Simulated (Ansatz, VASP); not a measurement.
One calculation of MgO, two programs

```
Mg O
1.0
     3.48504    0.00000    0.00000
    -1.74252    3.01814    0.00000
     0.00000    0.00000    4.19530
Mg O
2 2
Direct
  0.66667 0.33333 0.75000
  0.33333 0.66667 0.25000
  0.66667 0.33333 0.25000
  0.33333 0.66667 0.75000
```

Alike in both runs: task single point; functional PBE; k mesh 9 × 9 × 6; no spin polarisation.

|  | VASP | Ansatz |
| --- | --- | --- |
| version | VASP 6.6.1 | Ansatz 0.2.0 |
| potentials or method | VASP PAW PBE potentials, release 64 (Mg, O) | plane waves, PAW |
| plane-wave cutoff (eV) | 520 | 420 |
| occupations | gaussian, width 0.01 eV | fixed |
| valence electrons in the cell | 16 | 32 |

```csv
,VASP,Ansatz,Ansatz less VASP
gap on the k mesh at the Fermi level (eV),3.42,3.43,+0.016
pressure (GPa),3.5,4.0,+0.49
"traceless stress, the component that is largest in VASP (GPa)",0.04,0.14,+0.104
```

VASP's potentials hold 16 valence electrons a cell and Ansatz's 32, so a difference there can come from the potentials and not from the codes.
